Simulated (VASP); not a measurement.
Write the native input for VASP 6.6.1 that does the following.

- Task: single point
- Functional: PBE
- Potentials or basis: VASP PAW PBE potentials, release 64 (Sb)
- Cutoff: 520 eV
- k mesh: 18 × 18 × 18
- Occupations: gaussian, width 0.1 eV
- Spin: no spin polarisation
- Dipole correction: no
- Further INCAR settings: ALGO = Normal; EDIFF = 1e-07; NBANDS = 8

The structure of Sb lies in POSCAR:

```
Sb
1.0
    3.2822751045      0.0000000000      0.0000000000
   -1.6411375522      2.8425336227      0.0000000000
    0.0000000000      0.0000000000      3.1247836222
Sb
1
Direct
    0.0000000000      0.0000000000      0.5000000000
```

This isn't the form of Sb at room conditions, which is rhombohedral.

These files were run (other wordings do the same):

INCAR

```
  PREC = Accurate
  ENCUT = 520
  EDIFF = 1E-7
  ISMEAR = 0
  SIGMA = 0.1
  LREAL = F
  LASPH = T
  NELM = 60
  ALGO = Normal
  ISIF = 2
  LWAVE = F
  LCHARG = F
  GGA = PE
  NBANDS = 8
```

KPOINTS

```
Automatic mesh
0
Gamma
  18 18 18
```

Potentials or basis: VASP PAW PBE potentials, release 64 (Sb).

Run with:

```sh
$ cat potpaw_PBE.64/Sb/POTCAR > POTCAR
$ mpirun -np 1 vasp_std > vasp.out
```

It gave:

| Quantity | Value |
| --- | --- |
| Pressure | -0.1 GPa |
| Band gap on the k mesh | zero (an odd number of electrons rules out a gap without spin polarisation) |

Caveat: spin-orbit coupling is left out, which moves the levels of the heavy elements.

Wall time 51 s on 1 thread of Intel(R) Xeon(R) Platinum 8488C (Sapphire Rapids), on a shared host, peak memory 0.2 GiB.
